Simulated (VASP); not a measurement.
# Hf (P6_3/mmc) in VASP: further runs, part 2 of 2

VASP 6.6.1. Earlier steps stand in the parts before.

### 5 Single point, BLYP (volume scaled by 0.96)

INCAR

```
PREC     = Accurate       # precision mode
ENCUT    = 520            # plane-wave cutoff, eV
EDIFF    = 1E-6           # SCF threshold, eV
ISMEAR   = -1             # smearing method
SIGMA    = 0.1            # smearing width, eV
LREAL    = F              # projectors in reciprocal space
LASPH    = T              # aspherical terms in the spheres
NELM     = 80             # most SCF steps
ALGO     = Normal         # electronic algorithm
ISIF     = 2              # what is computed and relaxed
LWAVE    = F              # write WAVECAR
LCHARG   = F              # write CHGCAR
GGA      = B5             # functional
ALDAX    = 1.0          
AGGAX    = 1.0          
AGGAC    = 1.0          
ALDAC    = 0.0          
NBANDS   = 17             # bands
```

KPOINTS

```
regular mesh
0
Gamma
  18 18 10
```

POSCAR

```
Hf
1.0
    3.1885949333      0.0000000000      0.0000000000
   -1.5942974667      2.7614042146      0.0000000000
    0.0000000000      0.0000000000      5.0458258873
Hf
2
Direct
    0.3333333333      0.6666666667      0.2500000000
    0.6666666667      0.3333333333      0.7500000000
```

Potentials or basis: VASP PAW PBE potentials, release 64 (Hf_pv).

The run is started by

```console
cat potpaw_PBE.64/Hf_pv/POTCAR > POTCAR
mpirun -np 1 vasp_std > vasp.out
```

OUTCAR:

```text
PREC = Accurate
   ENCUT = 520
   EDIFF = 1E-6
   ISMEAR = -1
   LREAL = F
   LASPH = T
   NELM = 80
   ISIF = 2
   GGA = B5

 ion  position               nearest neighbor table
   1  0.333  0.667  0.250-   2 3.12   2 3.12   2 3.12   2 3.12   2 3.12   2 3.12
   2  0.667  0.333  0.750-   1 3.12   1 3.12   1 3.12   1 3.12   1 3.12   1 3.12

  LATTYP: Found a hexagonal cell.
 ALAT       =     3.1885949333
 C/A-ratio  =     1.5824606113

  Lattice vectors:

 A1 = (   3.1885949333,   0.0000000000,   0.0000000000)
 A2 = (  -1.5942974667,   2.7614042146,   0.0000000000)
 A3 = (   0.0000000000,   0.0000000000,   5.0458258873)

Analysis of symmetry for initial positions (statically):
=====================================================================
 Subroutine PRICEL returns:
 Original cell was already a primitive cell.

 Routine SETGRP: Setting up the symmetry group for a
 hexagonal supercell.

 Subroutine GETGRP returns: Found 24 space group operations
 (whereof 12 operations were pure point group operations)
 out of a pool of 24 trial point group operations.

The static configuration has the point symmetry D_3d.
 The point group associated with its full space group is D_6h.

Analysis of symmetry for dynamics (positions and initial velocities):
=====================================================================
 Subroutine PRICEL returns:
 Original cell was already a primitive cell.

 Routine SETGRP: Setting up the symmetry group for a
 hexagonal supercell.

 Subroutine GETGRP returns: Found 24 space group operations
 (whereof 12 operations were pure point group operations)
 out of a pool of 24 trial point group operations.

The dynamic configuration has the point symmetry D_3d.
 The point group associated with its full space group is D_6h.

 Subroutine INISYM returns: Found 24 space group operations
 (whereof 12 operations are pure point group operations),
 and found     1 'primitive' translations

----------------------------------------------------------------------------------------

                                     Primitive cell

  volume of cell :      44.4285

  direct lattice vectors                    reciprocal lattice vectors
     3.188594933  0.000000000  0.000000000     0.313617760  0.181067298  0.000000000
    -1.594297467  2.761404215  0.000000000     0.000000000  0.362134596  0.000000000
     0.000000000  0.000000000  5.045825887     0.000000000  0.000000000  0.198183612

  length of vectors
     3.188594933  3.188594933  5.045825887     0.362134596  0.362134596  0.198183612

  position of ions in fractional coordinates (direct lattice)
     0.333333333  0.666666667  0.250000000
     0.666666667  0.333333333  0.750000000

  ion indices of the primitive-cell ions
   primitive index   ion index
                 1           1
                 2           2

----------------------------------------------------------------------------------------

 KPOINTS: regular mesh

Automatic generation of k-mesh.
 Grid dimensions read from file:
 generate k-points for:   18   18   10

 Generating k-lattice:

  Cartesian coordinates                     Fractional coordinates (reciprocal lattice)
     0.017423209  0.010059294  0.000000000     0.055555556  0.000000000  0.000000000
     0.000000000  0.020118589  0.000000000     0.000000000  0.055555556  0.000000000
     0.000000000  0.000000000  0.019818361     0.000000000  0.000000000  0.100000000

  Length of vectors
     0.020118589  0.020118589  0.019818361

  Shift w.r.t. Gamma in fractional coordinates (k-lattice)
     0.000000000  0.000000000  0.000000000

 Subroutine IBZKPT returns following result:
 ===========================================

 Found    222 irreducible k-points:

 Following reciprocal coordinates:
            Coordinates               Weight
  0.000000  0.000000  0.000000      1.000000
  0.055556 -0.000000  0.000000      6.000000
  0.111111 -0.000000  0.000000      6.000000
  0.166667  0.000000  0.000000      6.000000
  0.222222  0.000000  0.000000      6.000000
  0.277778  0.000000  0.000000      6.000000
[... 16 lines left out ...]
  0.333333  0.111111  0.000000     12.000000
  0.388889  0.111111  0.000000     12.000000
 [... further k-points ...]
   k-points           NKPTS =    222   k-points in BZ     NKDIM =    222   number of bands    NBANDS=     17
   number of dos      NEDOS =    301   number of ions     NIONS =      2
   total plane-waves  NPLWV =  23040
   dimension x,y,z NGX =    24 NGY =   24 NGZ =   40
   dimension x,y,z NGXF=    48 NGYF=   48 NGZF=   80
   ions per type =               2
   NGX,Y,Z   is equivalent  to a cutoff of  12.51, 12.51, 13.18 a.u.
   NGXF,Y,Z  is equivalent  to a cutoff of  25.03, 25.03, 26.36 a.u.
 SYSTEM =  unknown system
   PREC   = accura    normal or accurate (medium, high low for compatibility)
   ISTART =      0    job   : 0-new  1-cont  2-samecut
   ICHARG =      2    charge: 1-file 2-atom 10-const
   ISPIN  =      1    spin polarized calculation?
   LNONCOLLINEAR =      F non collinear calculations
   LSORBIT =      F    spin-orbit coupling
   LASPH  =      T    aspherical Exc in radial PAW
   ENCUT  =  520.0 eV  38.22 Ry    6.18 a.u.   5.93  5.93  9.38*2*pi/ulx,y,z
   NELM   =     80;   NELMIN=  2; NELMDL= -5     # of ELM steps
   EDIFF  = 0.1E-05   stopping-criterion for ELM
   LREAL  =      F    real-space projection
   EDIFFG = 0.1E-04   stopping-criterion for IOM
   NSW    =      0    number of steps for IOM
   IBRION =     -1    ionic relax: 0-MD 1-quasi-New 2-CG
   NFREE  =      0    steps in history (QN), initial steepest desc. (CG)
   ISIF   =      2    stress and relaxation
   ISYM   =      2    0-nonsym 1-usesym 2-fastsym
   POTIM  = 0.5000    time-step for ionic-motion
   TEBEG  =    0.0;   TEEND  =   0.0 temperature during run
   PSTRESS=    0.0 pullay stress
   NELECT =      20.0000    total number of electrons
   NUPDOWN=      -1.0000    fix difference up-down
   EMIN   =  10.00;   EMAX   =-10.00  energy-range for DOS
   EFERMI =   0.00;   METHOD = LEGACY
   ISMEAR =    -1;   SIGMA  =   0.10  broadening in eV -4-tet -1-fermi 0-gaus
   EFERMI_NEDOS =   21; number of points for ismear=-14 and -15
   IALGO  =     38    algorithm
   IMIX   =      4    mixing-type and parameters
     AMIX     =   0.40;   BMIX     =  1.00
     AMIX_MAG =   1.60;   BMIX_MAG =  1.00
  volume/ion in A,a.u.               =      22.21       149.91
  Fermi-wavevector in a.u.,A,eV,Ry     =   1.254674  2.370990 21.418391  1.574207
  Thomas-Fermi vector in A             =   2.388468
   LORBIT       =      0    0 simple, 1 ext, 2 COOP (PROOUT), +10 PAW based schemes
   GGA     = B5    functional components
   LHFCALC =     F    Hartree Fock is set to
   AEXX    =    0.0000 exact exchange contribution
   IVDW    =     0    specifies the selected vdW correction
   LEPSILON=     F    determine dielectric tensor
   LRPA    =     F    only Hartree local field effects (RPA)
 non-spin polarized calculation
  energy-cutoff  :      520.00
  volume of cell :       44.43
 maximum number of plane-waves:      1220
 NGX is ok and might be reduce to    24
   NGX = 11   NGY = 11   NGZ = 19

 number of electron      20.0000002 magnetization

 Free energy of the ion-electron system (eV)
  ---------------------------------------------------
  ext. energy  EPLUGINS =         0.00000000
  ---------------------------------------------------
  free energy    TOTEN  =       -17.24573692 eV

  energy without entropy =      -17.18822359  energy(sigma->0) =      -17.21698026

 E-fermi :   5.4746     XC(G=0): -10.7353

 val. band max:        5.4567441949   @ k =   0.3889   0.2222   0.3000
 cond. band min:       5.4757224057   @ k =   0.0000   0.0000   0.4000
 fundamental gap:      0.0189782108
 Fermi energy:         5.4745680260

 k-point     1 :       0.0000    0.0000    0.0000
  band No.  band energies     occupation
      1     -25.5150      2.00000
      2     -24.7478      2.00000
      3     -24.7478      2.00000
      4     -24.6155      2.00000
      5     -24.6155      2.00000
      6     -24.6153      2.00000
[... 9 lines left out ...]
     16       8.0244      0.00000
     17      10.7101      0.00000

 k-point     2 :       0.0556   -0.0000    0.0000
  band No.  band energies     occupation
      1     -25.5067      2.00000
      2     -24.7658      2.00000
      3     -24.7539      2.00000
      4     -24.6344      2.00000
      5     -24.6191      2.00000
      6     -24.6178      2.00000
[... 9 lines left out ...]
     16       7.9338      0.00000
     17      10.7836      0.00000
[... 421 lines left out ...]
 k-point    24 :       0.3889    0.1111    0.0000
  band No.  band energies     occupation
      1     -25.3032      2.00000
      2     -25.1581      2.00000
      3     -25.1367      2.00000
      4     -24.9593      2.00000
      5     -24.8427      2.00000
      6     -24.7514      2.00000
[... 9 lines left out ...]
     16      11.5759      0.00000
     17      12.1400      0.00000

 [... further k-points ...]
[... 5 lines left out ...]
  --------------------------------------------------------------------------------------
  -------------------------------------------------------------------------------------
  Total        1.2206553      1.2206553      1.2689521     -0.0000000      0.0000000     -0.0000000
  in kB       44.0191879     44.0191879     45.7608648     -0.0000000      0.0000000     -0.0000000
  external PRESSURE =      44.5997469 kB  Pullay stress =       0.0000000 kB

 VOLUME and BASIS-vectors are now :
 -----------------------------------------------------------------------------
  energy-cutoff  :      520.00
  volume of cell :       44.43
      direct lattice vectors                 reciprocal lattice vectors
     3.188594933  0.000000000  0.000000000     0.313617760  0.181067298  0.000000000
    -1.594297467  2.761404215  0.000000000     0.000000000  0.362134596  0.000000000
     0.000000000  0.000000000  5.045825887     0.000000000  0.000000000  0.198183612

 POSITION                                       TOTAL-FORCE (eV/Angst)
 -----------------------------------------------------------------------------------
     -0.00000      1.84094      1.26146        -0.000000      0.000000      0.000000
      1.59430      0.92047      3.78437         0.000000      0.000000      0.000000
 -----------------------------------------------------------------------------------
    total drift:                                0.000000     -0.000000      0.000000

  FREE ENERGIE OF THE ION-ELECTRON SYSTEM (eV)
  ---------------------------------------------------
  free  energy   TOTEN  =       -17.2457369209 eV

  energy  without entropy=      -17.1882235923  energy(sigma->0) =      -17.21698026
```

Run time: 5.4 min. Hardware: 1 thread of AMD EPYC 7R13, shared host; peak memory 0.24 GiB.

Results:

| Item | Value |
| --- | --- |
| Free energy | -17.2457 eV |
| Pressure | 4.5 GPa |
| Band gap on the k mesh | zero (band 10 reaches 6.58 eV, above the bottom of band 11 at 5.09 eV) |

Caveat: the PAW data sets were made with another functional, which shifts forces and pressure a little; spin-orbit coupling is left out, which moves the levels of the heavy elements.

### 6 Single point, BLYP

INCAR

```
AGGAC    = 1.0          
AGGAX    = 1.0          
ALDAC    = 0.0          
ALDAX    = 1.0          
ALGO     = Normal         # electronic algorithm
EDIFF    = 1E-7           # SCF threshold, eV
ENCUT    = 520            # plane-wave cutoff, eV
GGA      = B5             # functional
ISIF     = 2              # what is computed and relaxed
ISMEAR   = -1             # smearing method
LASPH    = T              # aspherical terms in the spheres
LCHARG   = T              # write CHGCAR
LELF     = T              # ELF
LREAL    = F              # projectors in reciprocal space
LVHAR    = T            
LWAVE    = F              # write WAVECAR
NBANDS   = 17             # bands
NELM     = 80             # most SCF steps
PREC     = Accurate       # precision mode
SIGMA    = 0.1            # smearing width, eV
```

KPOINTS

```
k-points
0
Gamma
  18 18 10
```

POSCAR

```
Hf
1.0
    3.2322797444      0.0000000000      0.0000000000
   -1.6161398722      2.7992363708      0.0000000000
    0.0000000000      0.0000000000      5.1149553802
Hf
2
Direct
    0.3333333333      0.6666666667      0.2500000000
    0.6666666667      0.3333333333      0.7500000000
```

Potentials or basis: VASP PAW PBE potentials, release 64 (Hf_pv).

The run is started by

```console
cat potpaw_PBE.64/Hf_pv/POTCAR > POTCAR
mpirun -np 1 vasp_std > vasp.out
```

It took 6.7 min on 1 thread of AMD EPYC 7R13, shared host; peak memory 0.24 GiB.

Results (log left out):

- Free energy: -17.2706 eV
- Pressure: 0.0 GPa
- Band gap on the k mesh: zero (band 10 reaches 6.28 eV, above the bottom of band 11 at 4.79 eV)

Levels at points of the mesh, in eV from the Fermi level:
```csv
k point,band 8,band 9,band 10,band 11,band 12,band 13
"(0.00, 0.00, 0.00)",-3.57,0.77,1.09,1.09,1.35,1.86
"(0.50, 0.00, 0.00)",-2.61,-2.10,-0.70,0.73,0.85,1.61
"(0.00, 0.00, 0.50)",-5.20,0.14,0.14,0.98,0.98,0.98
"(0.50, 0.00, 0.50)",-3.25,-0.95,-0.95,1.25,1.25,2.50
```

Caveat: the PAW data sets were made with another functional, which shifts forces and pressure a little; spin-orbit coupling is left out, which moves the levels of the heavy elements.

### 7 Summary

```csv
cell,k mesh,gap on the mesh (eV),pressure (GPa)
"a = 3.232, b = 3.232, c = 5.115 Å, angles 90.0, 90.0, 120.0°, 2 atoms",11 × 11 × 6,none,0.0
"a = 3.097, b = 3.097, c = 4.902 Å, angles 90.0, 90.0, 120.0°, 2 atoms",18 × 18 × 10,none,16.4
"a = 3.144, b = 3.144, c = 4.975 Å, angles 90.0, 90.0, 120.0°, 2 atoms",18 × 18 × 10,none,9.9
"a = 3.189, b = 3.189, c = 5.046 Å, angles 90.0, 90.0, 120.0°, 2 atoms",18 × 18 × 10,none,4.5
"a = 3.232, b = 3.232, c = 5.115 Å, angles 90.0, 90.0, 120.0°, 2 atoms",18 × 18 × 10,none,0.0
```

Alike in all rows: task single point; level BLYP; potentials or basis VASP PAW PBE potentials, release 64 (Hf_pv); no spin polarisation; cutoff (eV) 520; smearing fermi-dirac 0.1 eV.

Caveats: the PAW data sets were made with another functional, which shifts forces and pressure a little; spin-orbit coupling is left out, which moves the levels of the heavy elements.

Total energies depend on the potentials used, so only differences within one code and one set of settings carry meaning.
